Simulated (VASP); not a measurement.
Wanted: the native input for a VASP 6.6.1 run.

```
Task                   : single point
Functional             : PBE
Potentials or basis    : VASP PAW PBE potentials, release 64 (Ir)
Cutoff                 : 520 eV
k mesh                 : 26 × 26 × 26
Occupations            : gaussian, width 0.1 eV
Spin                   : no spin polarisation
Dipole correction      : no
Further INCAR settings : ALGO = Fast; EDIFF = 1e-06; NBANDS = 10
```

The structure of Ir lies in POSCAR:

```
Ir
1.0
   -1.6754442705      1.6754442705      1.3329484082
    1.6754442705     -1.6754442705      1.3329484082
    1.6754442705      1.6754442705     -1.3329484082
Ir
1
Direct
    0.0000000000      0.0000000000      0.0000000000
```

The input as run:

INCAR

```
SYSTEM = Ir
  PREC = Accurate
  ENCUT = 520
  EDIFF = 1E-6
  ISMEAR = 0
  SIGMA = 0.1
  LREAL = .FALSE.
  LASPH = .TRUE.
  NELM = 80
  ALGO = Fast
  ISIF = 2
  LWAVE = .FALSE.
  LCHARG = .FALSE.
  GGA = PE
  NBANDS = 10
```

KPOINTS

```
regular mesh
0
G
  26 26 26
  0 0 0
```

Potentials or basis: VASP PAW PBE potentials, release 64 (Ir).

Run with:

```bash
$ cat potpaw_PBE.64/Ir/POTCAR > POTCAR
$ mpirun -np 1 vasp_std > vasp.out
```

Results of the run:

- Pressure: 0.7 GPa
- Band gap on the k mesh: zero (an odd number of electrons rules out a gap without spin polarisation)

Caveat: spin-orbit coupling is left out, which moves the levels of the heavy elements.

Run time: 3.9 min on 1 thread of Intel Xeon 8259CL, on a shared host, peak memory 0.32 GiB.
